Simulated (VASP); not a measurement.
# ZnCd2Se3 (P3m1) in VASP: single point with PBE

Aim: the single point of ZnCd2Se3 with PBE.

All numbers are computed with VASP 6.6.1; they aren't measurements. Logs are shortened: lines on timing, memory, paths and dates and some standing lists are left out, and cuts for length are marked.

### Step 1. The cell of the first run

It takes space group P3m1 (No. 156, trigonal). Conventional cell: a = 4.262 Å, b = 4.262 Å, c = 21.088 Å, α = 90.00°, β = 90.00°, γ = 120.00°. Zn (site symmetry 3m) has 4 Se at 2.48 to 2.57 Å within 3.3 Å. Within 3.3 Å of Zn (site symmetry 3m) lie 4 Se at 2.48 to 2.57 Å. Within 3.5 Å of Cd (site symmetry 3m) lie 4 Se at 2.65 to 2.67 Å. Within 3.5 Å of Cd (site symmetry 3m) lie 4 Se at 2.65 to 2.68 Å. Within 3.5 Å of Cd (site symmetry 3m) lie 4 Se at 2.65 to 2.68 Å. Cd (site symmetry 3m) has 4 Se at 2.65 to 2.67 Å within 3.5 Å. Within 3.5 Å of Se (site symmetry 3m) lie 4 Cd at 2.65 to 2.67 Å. Within 3.4 Å of Se (site symmetry 3m) lie 3 Zn at 2.57 Å and 1 Cd at 2.68 Å.

### Step 2. Single point, PBE

INCAR reads:

```
SYSTEM = ZnCd2Se3
PREC = Accurate
ENCUT = 520
EDIFF = 1E-6
ISMEAR = 0
SIGMA = 0.1
LREAL = .False.
LASPH = .True.
NELM = 60
ALGO = Normal
ISIF = 2
LWAVE = .False.
LCHARG = .False.
GGA = PE
NBANDS = 66
```

KPOINTS reads:

```
Automatic mesh
0
Gamma
  6 6 1
  0 0 0
```

POSCAR reads:

```
ZnCd2Se3
1.0
    4.2619152893      0.0000000289      0.0000000000
   -2.1309576696      3.6909268949      0.0000000000
    0.0000000000      0.0000000000     21.0884832000
Zn Cd Se
2 4 6
Direct
    0.0000000000      0.0000000000      0.5047870000
    0.0000000000      0.0000000000      0.8312250000
    0.6666666667      0.3333333333      0.9956990000
    0.6666666667      0.3333333333      0.3430530000
    0.6666666667      0.3333333333      0.6694620000
    0.0000000000      0.0000000000      0.1692770000
    0.6666666667      0.3333333333      0.1223340000
    0.6666666667      0.3333333333      0.4701240000
    0.6666666667      0.3333333333      0.7965360000
    0.0000000000      0.0000000000      0.2959050000
    0.0000000000      0.0000000000      0.6225770000
    0.0000000000      0.0000000000      0.9490200000
```

Potentials or basis: VASP PAW PBE potentials, release 64 (Zn, Cd, Se).

Command:

```sh
$ cat potpaw_PBE.64/Zn/POTCAR potpaw_PBE.64/Cd/POTCAR potpaw_PBE.64/Se/POTCAR > POTCAR
$ mpirun -np 1 vasp_std > vasp.out
```

OUTCAR:

```text
SYSTEM = ZnCd2Se3
   PREC = Accurate
   ENCUT = 520
   EDIFF = 1E-6
   ISMEAR = 0
   LREAL = .False.
   LASPH = .True.
   NELM = 60
   ISIF = 2
   GGA = PE

 ion  position               nearest neighbor table
   1  0.000  0.000  0.505-  11 2.48   8 2.57   8 2.57   8 2.57
   2  0.000  0.000  0.831-  12 2.48   9 2.57   9 2.57   9 2.57
   3  0.667  0.333  0.996-  12 2.65  12 2.65  12 2.65   7 2.67
   4  0.667  0.333  0.343-  10 2.65  10 2.65  10 2.65   8 2.68
   5  0.667  0.333  0.669-  11 2.65  11 2.65  11 2.65   9 2.68
   6  0.000  0.000  0.169-   7 2.65   7 2.65   7 2.65  10 2.67
   7  0.667  0.333  0.122-   6 2.65   6 2.65   6 2.65   3 2.67
   8  0.667  0.333  0.470-   1 2.57   1 2.57   1 2.57   4 2.68
   9  0.667  0.333  0.797-   2 2.57   2 2.57   2 2.57   5 2.68
  10  0.000  0.000  0.296-   4 2.65   4 2.65   4 2.65   6 2.67
  11  0.000  0.000  0.623-   1 2.48   5 2.65   5 2.65   5 2.65
  12  0.000  0.000  0.949-   2 2.48   3 2.65   3 2.65   3 2.65

  LATTYP: Found a hexagonal cell.
 ALAT       =     4.2619152893
 C/A-ratio  =     4.9481235005

  Lattice vectors:

 A1 = (   4.2619152893,   0.0000000289,   0.0000000000)
 A2 = (  -2.1309576696,   3.6909268949,   0.0000000000)
 A3 = (   0.0000000000,   0.0000000000,  21.0884832000)

Analysis of symmetry for initial positions (statically):
=====================================================================
 Subroutine PRICEL returns:
 Original cell was already a primitive cell.

 Routine SETGRP: Setting up the symmetry group for a
 hexagonal supercell.

 Subroutine GETGRP returns: Found  6 space group operations
 (whereof  6 operations were pure point group operations)
 out of a pool of 24 trial point group operations.

The static configuration has the point symmetry C_3v.

Analysis of symmetry for dynamics (positions and initial velocities):
=====================================================================
 Subroutine PRICEL returns:
 Original cell was already a primitive cell.

 Routine SETGRP: Setting up the symmetry group for a
 hexagonal supercell.

 Subroutine GETGRP returns: Found  6 space group operations
 (whereof  6 operations were pure point group operations)
 out of a pool of 24 trial point group operations.

The dynamic configuration has the point symmetry C_3v.

 Subroutine INISYM returns: Found  6 space group operations
 (whereof  6 operations are pure point group operations),
 and found     1 'primitive' translations

----------------------------------------------------------------------------------------

                                     Primitive cell

  volume of cell :     331.7307

  direct lattice vectors                    reciprocal lattice vectors
     4.261915289  0.000000029  0.000000000     0.234636291  0.135467328  0.000000000
    -2.130957670  3.690926895  0.000000000    -0.000000002  0.270934653  0.000000000
     0.000000000  0.000000000 21.088483200     0.000000000  0.000000000  0.047419247

  length of vectors
     4.261915289  4.261915289 21.088483200     0.270934653  0.270934653  0.047419247

  position of ions in fractional coordinates (direct lattice)
     0.000000000  0.000000000  0.504787000
     0.000000000  0.000000000  0.831225000
     0.666666667  0.333333333  0.995699000
     0.666666667  0.333333333  0.343053000
     0.666666667  0.333333333  0.669462000
     0.000000000  0.000000000  0.169277000
     0.666666667  0.333333333  0.122334000
     0.666666667  0.333333333  0.470124000
     0.666666667  0.333333333  0.796536000
     0.000000000  0.000000000  0.295905000
     0.000000000  0.000000000  0.622577000
     0.000000000  0.000000000  0.949020000

  ion indices of the primitive-cell ions
   primitive index   ion index
                 1           1
                 2           2
                 3           3
                 4           4
                 5           5
                 6           6
                 7           7
                 8           8
                 9           9
                10          10
                11          11
                12          12

----------------------------------------------------------------------------------------

 KPOINTS: Automatic mesh

Automatic generation of k-mesh.
 Grid dimensions read from file:
 generate k-points for:    6    6    1

 Generating k-lattice:

  Cartesian coordinates                     Fractional coordinates (reciprocal lattice)
     0.039106049  0.022577888  0.000000000     0.166666667  0.000000000  0.000000000
    -0.000000000  0.045155775  0.000000000     0.000000000  0.166666667  0.000000000
     0.000000000  0.000000000  0.047419247     0.000000000  0.000000000  1.000000000

  Length of vectors
     0.045155775  0.045155775  0.047419247

  Shift w.r.t. Gamma in fractional coordinates (k-lattice)
     0.000000000  0.000000000  0.000000000

 Subroutine IBZKPT returns following result:
 ===========================================

 Found      7 irreducible k-points:

 Following reciprocal coordinates:
            Coordinates               Weight
  0.000000  0.000000  0.000000      1.000000
  0.166667  0.000000  0.000000      6.000000
  0.333333 -0.000000  0.000000      6.000000
  0.500000 -0.000000  0.000000      3.000000
  0.166667  0.166667  0.000000      6.000000
  0.333333  0.166667  0.000000     12.000000
  0.333333  0.333333  0.000000      2.000000
   k-points           NKPTS =      7   k-points in BZ     NKDIM =      7   number of bands    NBANDS=     66
   number of dos      NEDOS =    301   number of ions     NIONS =     12
   total plane-waves  NPLWV = 163840
   dimension x,y,z NGX =    32 NGY =   32 NGZ =  160
   dimension x,y,z NGXF=    64 NGYF=   64 NGZF=  320
   ions per type =               2   4   6
   NGX,Y,Z   is equivalent  to a cutoff of  12.48, 12.48, 12.61 a.u.
   NGXF,Y,Z  is equivalent  to a cutoff of  24.96, 24.96, 25.23 a.u.
 SYSTEM =  ZnCd2Se3
   PREC   = accura    normal or accurate (medium, high low for compatibility)
   ISTART =      0    job   : 0-new  1-cont  2-samecut
   ICHARG =      2    charge: 1-file 2-atom 10-const
   ISPIN  =      1    spin polarized calculation?
   LNONCOLLINEAR =      F non collinear calculations
   LSORBIT =      F    spin-orbit coupling
   LASPH  =      T    aspherical Exc in radial PAW
   ENCUT  =  520.0 eV  38.22 Ry    6.18 a.u.   7.92  7.92 39.21*2*pi/ulx,y,z
   NELM   =     60;   NELMIN=  2; NELMDL= -5     # of ELM steps
   EDIFF  = 0.1E-05   stopping-criterion for ELM
   LREAL  =      F    real-space projection
   EDIFFG = 0.1E-04   stopping-criterion for IOM
   NSW    =      0    number of steps for IOM
   IBRION =     -1    ionic relax: 0-MD 1-quasi-New 2-CG
   NFREE  =      0    steps in history (QN), initial steepest desc. (CG)
   ISIF   =      2    stress and relaxation
   ISYM   =      2    0-nonsym 1-usesym 2-fastsym
   POTIM  = 0.5000    time-step for ionic-motion
   TEBEG  =    0.0;   TEEND  =   0.0 temperature during run
   PSTRESS=    0.0 pullay stress
   NELECT =     108.0000    total number of electrons
   NUPDOWN=      -1.0000    fix difference up-down
   EMIN   =  10.00;   EMAX   =-10.00  energy-range for DOS
   EFERMI =   0.00;   METHOD = LEGACY
   ISMEAR =     0;   SIGMA  =   0.10  broadening in eV -4-tet -1-fermi 0-gaus
   EFERMI_NEDOS =   21; number of points for ismear=-14 and -15
   IALGO  =     38    algorithm
   IMIX   =      4    mixing-type and parameters
     AMIX     =   0.40;   BMIX     =  1.00
     AMIX_MAG =   1.60;   BMIX_MAG =  1.00
  volume/ion in A,a.u.               =      27.64       186.55
  Fermi-wavevector in a.u.,A,eV,Ry     =   1.126214  2.128236 17.257055  1.268358
  Thomas-Fermi vector in A             =   2.262895
   LORBIT       =      0    0 simple, 1 ext, 2 COOP (PROOUT), +10 PAW based schemes
   GGA     = PE    functional components
   LHFCALC =     F    Hartree Fock is set to
   AEXX    =    0.0000 exact exchange contribution
   IVDW    =     0    specifies the selected vdW correction
   LEPSILON=     F    determine dielectric tensor
   LRPA    =     F    only Hartree local field effects (RPA)
 non-spin polarized calculation
 Gauss-broadening in eV      SIGMA  =   0.10
  energy-cutoff  :      520.00
  volume of cell :      331.73
 maximum number of plane-waves:      8976
 NGX is ok and might be reduce to    32
   NGX = 15   NGY = 15   NGZ = 79

 number of electron     108.0000002 magnetization

 Free energy of the ion-electron system (eV)
  ---------------------------------------------------
  ext. energy  EPLUGINS =         0.00000000
  ---------------------------------------------------
  free energy    TOTEN  =       -33.74572681 eV

  energy without entropy =      -33.74572534  energy(sigma->0) =      -33.74572607

 E-fermi :   1.1258     XC(G=0):  -8.7959

 val. band max:        0.8371044905   @ k =   0.0000   0.0000   0.0000
 cond. band min:       1.4029912100   @ k =   0.0000   0.0000   0.0000
 fundamental gap:      0.5658867196
 Fermi energy:         1.1258452058

 k-point     1 :       0.0000    0.0000    0.0000
  band No.  band energies     occupation
      1     -11.8005      2.00000
      2     -11.7221      2.00000
      3     -11.5735      2.00000
      4     -11.4101      2.00000
      5     -11.3824      2.00000
      6     -11.2908      2.00000
[... 58 lines left out ...]
     65       6.5409      0.00000
     66       6.5427      0.00000

 k-point     2 :       0.1667    0.0000    0.0000
  band No.  band energies     occupation
      1     -11.7013      2.00000
      2     -11.6299      2.00000
      3     -11.4985      2.00000
      4     -11.3543      2.00000
      5     -11.3292      2.00000
      6     -11.2492      2.00000
[... 334 lines left out ...]
     65       6.3632      0.00000
     66       6.8001      0.00000

 k-point     7 :       0.3333    0.3333    0.0000
  band No.  band energies     occupation
      1     -11.2405      2.00000
      2     -11.2248      2.00000
      3     -11.2050      2.00000
      4     -11.1984      2.00000
      5     -11.1882      2.00000
      6     -11.1844      2.00000
[... 58 lines left out ...]
     65       7.0535      0.00000
     66       7.2493      0.00000

------------------------ aborting loop because EDIFF is reached ----------------------------------------

  FORCE on cell =-STRESS in cart. coord.  units (eV):
  Direction    XX          YY          ZZ          XY          YZ          ZX
  --------------------------------------------------------------------------------------
  -------------------------------------------------------------------------------------
  Total        0.5322276      0.5322276      0.5047656      0.0000000      0.0000000     -0.0000000
  in kB        2.5705280      2.5705280      2.4378934      0.0000000      0.0000000     -0.0000000
  external PRESSURE =       2.5263164 kB  Pullay stress =       0.0000000 kB

 VOLUME and BASIS-vectors are now :
 -----------------------------------------------------------------------------
  energy-cutoff  :      520.00
  volume of cell :      331.73
      direct lattice vectors                 reciprocal lattice vectors
     4.261915289  0.000000029  0.000000000     0.234636291  0.135467328  0.000000000
    -2.130957670  3.690926895  0.000000000    -0.000000002  0.270934653  0.000000000
     0.000000000  0.000000000 21.088483200     0.000000000  0.000000000  0.047419247

 POSITION                                       TOTAL-FORCE (eV/Angst)
 -----------------------------------------------------------------------------------
      0.00000      0.00000     10.64519         0.000000      0.000000     -0.005247
      0.00000      0.00000     17.52927        -0.000000     -0.000000     -0.003796
      2.13096      1.23031     20.99778        -0.000000      0.000000      0.004301
      2.13096      1.23031      7.23447        -0.000000      0.000000      0.005544
      2.13096      1.23031     14.11794        -0.000000     -0.000000      0.004065
      0.00000      0.00000      3.56980         0.000000     -0.000000      0.004014
      2.13096      1.23031      2.57984         0.000000     -0.000000     -0.004536
      2.13096      1.23031      9.91420        -0.000000     -0.000000      0.014427
      2.13096      1.23031     16.79774         0.000000     -0.000000      0.012388
      0.00000      0.00000      6.24019        -0.000000     -0.000000     -0.004965
      0.00000      0.00000     13.12920        -0.000000     -0.000000     -0.012448
      0.00000      0.00000     20.01339        -0.000000     -0.000000     -0.013746
 -----------------------------------------------------------------------------------
    total drift:                                0.000001     -0.000001     -0.000607

  FREE ENERGIE OF THE ION-ELECTRON SYSTEM (eV)
  ---------------------------------------------------
  free  energy   TOTEN  =       -33.7457268106 eV

  energy  without entropy=      -33.7457253368  energy(sigma->0) =      -33.74572607
```

It took 6.2 min on 1 thread of AMD EPYC 7R13, shared host; peak memory 0.45 GiB.

Results:

* Free energy: -33.7457 eV
* Pressure: 0.3 GPa
* Largest force: 0.014 eV/Å
* Band gap on the k mesh: 0.57 eV, direct

Forces on the atoms (eV/Å):
```
Zn   0.000  0.000 -0.005
Zn   0.000  0.000 -0.004
Cd   0.000  0.000  0.004
Cd   0.000  0.000  0.006
Cd   0.000  0.000  0.004
Cd   0.000  0.000  0.004
Se   0.000  0.000 -0.005
Se   0.000  0.000  0.014
Se   0.000  0.000  0.012
Se   0.000  0.000 -0.005
Se   0.000  0.000 -0.012
Se   0.000  0.000 -0.014
```
